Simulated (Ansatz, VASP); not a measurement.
# Two plane-wave programs on Cr

```
CELL_PARAMETERS angstrom
2.28222 0.00000 0.00000
0.00000 2.28222 0.00000
0.00000 0.00000 2.28222
ATOMIC_POSITIONS crystal
Cr 0.00000 0.00000 0.00000
```

Alike in both runs: task single point; functional LDA; k mesh 15 × 15 × 15; occupations fermi-dirac, width 0.1 eV; no spin polarisation.

|  | VASP | Ansatz |
| --- | --- | --- |
| version | VASP 6.6.1 | Ansatz 0.2.0 |
| potentials or method | VASP PAW LDA potentials, release 64 (Cr_pv), cutoff 520 eV | plane waves (420 eV) with PAW, scalar-relativistic |
| valence electrons in the cell | 12 | 14 |

Ansatz gave:

* pressure (GPa): 0.4

Question: Which values does VASP return?

Answer: Pressure (GPa): 0.9.

Ansatz warns that its potentials were made for another functional, while VASP's fit it. LDA's correlation is that of Perdew and Zunger in VASP and of Perdew and Wang (1992) in Ansatz. VASP's potentials hold 12 valence electrons a cell and Ansatz's 14, so a difference there can come from the potentials and not from the codes.
